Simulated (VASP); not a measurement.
Runs of VASP 6.6.1 on TaN. The structure is that of space group P-6m2 (No. 187), or close to it. The cells are those of the table. 

| potentials or basis | cell | cutoff (eV) | gap on the mesh (eV) | pressure (GPa) |
| --- | --- | --- | --- | --- |
| VASP PAW LDA potentials, release 64 (Ta_sv_GW, N_h) | a = 2.867, b = 2.867, c = 2.819 Å, angles 90.0, 90.0, 120.0°, 2 atoms | 1330 | none | 17.5 |
| VASP PAW LDA potentials, release 64 (Ta_sv_GW, N) | a = 2.858, b = 2.858, c = 2.812 Å, angles 90.0, 90.0, 120.0°, 2 atoms | 700 | none | 21.4 |
| VASP PAW LDA potentials, release 64 (Ta_sv_GW, N) | a = 2.902, b = 2.902, c = 2.847 Å, angles 90.0, 90.0, 120.0°, 2 atoms | 700 | none | 3.2 |
| VASP PAW LDA potentials, release 64 (Ta_sv_GW, N) | a = 2.818, b = 2.818, c = 2.780 Å, angles 90.0, 90.0, 120.0°, 2 atoms | 700 | none | (a) |

Alike in all rows: task single point; level LDA; no spin polarisation; k mesh 18 × 18 × 14; smearing fermi-dirac 0.15 eV.

Question: Estimate the missing entries.

Answer: (a) 41.7.

Caveats: the cell stands under pressure; spin-orbit coupling is left out, which moves the levels of the heavy elements.

A k mesh can miss the band edges, and the runs leave out spin-orbit coupling on Ta.

A gap of «none» marks levels without a gap at the run's occupations.
